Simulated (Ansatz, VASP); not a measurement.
# One calculation of AlNi, two programs

```xyz
2
Lattice="2.6505 0.0000 0.0000 0.0000 2.6505 0.0000 0.0000 0.0000 2.7658" Properties=species:S:1:pos:R:3 pbc="T T T"
Al    0.0000    0.0000    0.0000
Ni    1.3253    1.3253    1.3829
```

Change from the starting cell: strain -0.080 along x and y, -0.040 along z, atoms carried along.

Alike in both runs: task single point; functional PBEsol; k mesh 16 × 16 × 16; occupations gaussian, width 0.15 eV; no spin polarisation.

|  | VASP | Ansatz |
| --- | --- | --- |
| version | VASP 6.6.1 | Ansatz 0.2.0 |
| potentials or method | VASP PAW PBE potentials, release 64 (Al, Ni), cutoff 520 eV | scalar-relativistic, plane waves, PAW |
| valence electrons in the cell | 13 | 21 |

```csv
,VASP,Ansatz,Ansatz less VASP
gap on the k mesh at the Fermi level (eV),none,none,-
pressure (GPa),49.1,48.9,-0.18
"traceless stress, the component that is largest in VASP (GPa)",-3.71,-3.63,+0.084
```

VASP's potentials were made for PBE, not for PBEsol. A gap of «none» marks a metal or a gap that the smearing closes. Both programs put the cell under a high pressure, so it lies far from rest at this level. VASP's potentials hold 13 valence electrons a cell and Ansatz's 21, so a difference there can come from the potentials and not from the codes.
